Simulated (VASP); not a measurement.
Input of a VASP 6.6.1 run:

The input INCAR:

```
PREC = Accurate ; ENCUT = 600
EDIFF = 1E-6 ; ISMEAR = 0
SIGMA = 0.1 ; LREAL = F
LASPH = T ; NELM = 80
ALGO = Fast ; ISIF = 3
LWAVE = F ; LCHARG = F
GGA = PE ; IBRION = 2
NSW = 90 ; EDIFFG = -0.04
```

File KPOINTS:

```
Automatic mesh
0
Gamma
  6 6 1
```

File POSCAR:

```
Ir3Ru2
1.0
    2.7037164600      0.0000000000      0.0000000000
   -1.3518582300      2.3414871400      0.0000000000
    0.0000000000      0.0000000000     21.9214045300
Ru Ir
4 6
Direct
    0.6666666700      0.3333333300      0.8000000000
    0.6666666700      0.3333333300      0.2000000000
    0.6666666700      0.3333333300      0.4000000000
    0.6666666700      0.3333333300      0.6000000000
    0.6666666700      0.3333333300      0.0000000000
    0.3333333300      0.6666666700      0.7000000000
    0.3333333300      0.6666666700      0.9000000000
    0.3333333300      0.6666666700      0.1000000000
    0.3333333300      0.6666666700      0.3000000000
    0.3333333300      0.6666666700      0.5000000000
```

Potentials or basis: VASP PAW PBE potentials, release 64 (Ru_pv, Ir).

The run is started by

```console
$ cat potpaw_PBE.64/Ru_pv/POTCAR potpaw_PBE.64/Ir/POTCAR > POTCAR
$ mpirun -np 1 vasp_std > vasp.out
```

What does it give for the relaxed volume?

14.29 Å³/atom.

What does it give for the band gap on the k mesh?

Zero (bands 55 and 56 overlap by 2.40 eV).

Predict the space group after relaxing (to 0.1 Å).

P-6m2 (No. 187).

Stress tensor (GPa, compression positive):
```
-0.32  0.00  0.00
 0.00 -0.32  0.00
 0.00  0.00 -0.12
```

Caveat: the k points lie up to 0.44 Å⁻¹ apart in the final cell, too coarse for converged energies and pressures of a metal; spin-orbit coupling is left out, which moves the levels of the heavy elements.
